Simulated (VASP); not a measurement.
The system is Y.

```
Y
1.0
     5.09000    0.00000    0.00000
     0.00000    5.09000    0.00000
     0.00000    0.00000    5.09000
Y
4
Direct
  0.00000 0.00000 0.00000
  0.00000 0.50000 0.50000
  0.50000 0.00000 0.50000
  0.50000 0.50000 0.00000
```

This isn't the form of Y at room conditions, which is hcp.

```yaml
Program: VASP 6.6.1
Task: relaxation of cell and atoms
Functional: PBEsol
Potentials_or_basis: VASP PAW PBE potentials, release 64 (Y_sv)
Cutoff: 600 eV
k_mesh: 5 × 5 × 5
Occupations: methfessel-paxton, width 0.1 eV
Spin: no spin polarisation
```

At the start: pressure -2.9 GPa; volume 32.97 Å³/atom.

Question: Where does the relaxation end?

Answer: Over 3 steps the energy falls by 23.6 meV/atom and the volume is 30.49 Å³/atom (-7.5 %); space group Fm-3m (No. 225, to 0.1 Å) before and after.

Step by step:
```csv
step,energy change (eV),largest force (eV/Å),pressure (GPa),volume (Å³)
1,0.0000,0.0000,-2.85,131.87
2,-0.0933,0.0000,0.35,120.98
3,-0.0943,0.0000,0.00,121.94
```

Final structure:
```
Y
1.0
     4.95893    0.00000    0.00000
     0.00000    4.95893    0.00000
     0.00000    0.00000    4.95893
Y
4
Direct
  0.00000 0.00000 0.00000
  0.00000 0.50000 0.50000
  0.50000 0.00000 0.50000
  0.50000 0.50000 0.00000
```

Caveat: the PAW data sets were made with another functional, which shifts forces and pressure a little.
